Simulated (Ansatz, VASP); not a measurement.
# Two plane-wave programs on TiO2

Contents of INCAR:

```
SYSTEM = TiO2
AGGAC    = 1.0          
AGGAX    = 1.0          
ALDAC    = 0.0          
ALDAX    = 1.0          
ALGO     = Normal         ! electronic algorithm
EDIFF    = 1E-6           ! SCF threshold, eV
ENCUT    = 600            ! plane-wave cutoff, eV
GGA      = B5             ! functional
GGA_COMPAT= .FALSE.      
ISIF     = 2              ! what is computed and relaxed
ISMEAR   = 0              ! smearing method
LASPH    = .TRUE.         ! aspherical terms in the spheres
LCHARG   = .FALSE.        ! write CHGCAR
LREAL    = .FALSE.        ! projectors in reciprocal space
LWAVE    = .FALSE.        ! write WAVECAR
NBANDS   = 33             ! bands
NELM     = 120            ! most SCF steps
PREC     = Accurate       ! precision mode
SIGMA    = 0.01           ! smearing width, eV
```

The input KPOINTS:

```
k-points
0
G
  9 9 9
  0 0 0
```

File POSCAR:

```
TiO2
1.0
   -1.8921000000      1.8921000000      4.7573000000
    1.8921000000     -1.8921000000      4.7573000000
    1.8921000000      1.8921000000     -4.7573000000
Ti O
2 4
Direct
    0.0000000000      1.0000000000      0.0000000000
    0.7500000000      0.2500000000      0.5000000000
    0.2081000000      0.2081000000      0.0000000000
    0.7919000000      0.7919000000      0.0000000000
   -0.0419000000      0.4581000000      0.5000000000
    0.5419000000      1.0419000000      0.5000000000
```

Input for Ansatz:

```yaml
crystal:
  lattice:
    a: 3.7842
    b: 3.7842
    c: 9.5146
    alpha: 90.0
    beta: 90.0
    gamma: 90.0
  space_group: 141
  setting:
    hermann_mauguin: I41/amd
    origin_choice: 1
  atoms:
    - { symbol: Ti, position: [0.0, 0.0, 0.0] }
    - { symbol: O, position: [0.0, 0.0, 0.2081] }
  reduce_to_primitive: true
basis:
  ecutwfc: 639.467576780718
  ecutrho_ratio: 6
kpoints:
  mp_grid:
    grid: [9, 9, 9]
    shift: [0.0, 0.0, 0.0]
hamiltonian:
  xc: blyp
  pseudopotentials:
    kind: paw
scf:
  n_extra_bands: 12
  convergence:
    dr2_threshold: 1.0e-06
  occupations:
    method: fixed
output:
  eigenvalues: true
```

Alike in both runs: task single point; functional BLYP; k mesh 9 × 9 × 9; no spin polarisation.

|  | VASP | Ansatz |
| --- | --- | --- |
| version | VASP 6.6.1 | Ansatz 0.2.0 |
| potentials or method | VASP PAW PBE potentials, release 64 (Ti_sv, O), cutoff 600 eV | plane waves, PAW |
| occupations | gaussian, width 0.01 eV | fixed |
| valence electrons in the cell | 48 | 48 |

VASP gave:

- gap on the k mesh at the Fermi level (eV): 2.09

**Question.** Estimate Ansatz's values.

**Answer.** gap on the k mesh at the Fermi level (eV): 2.12.

VASP's potentials were made for PBE, not for BLYP.
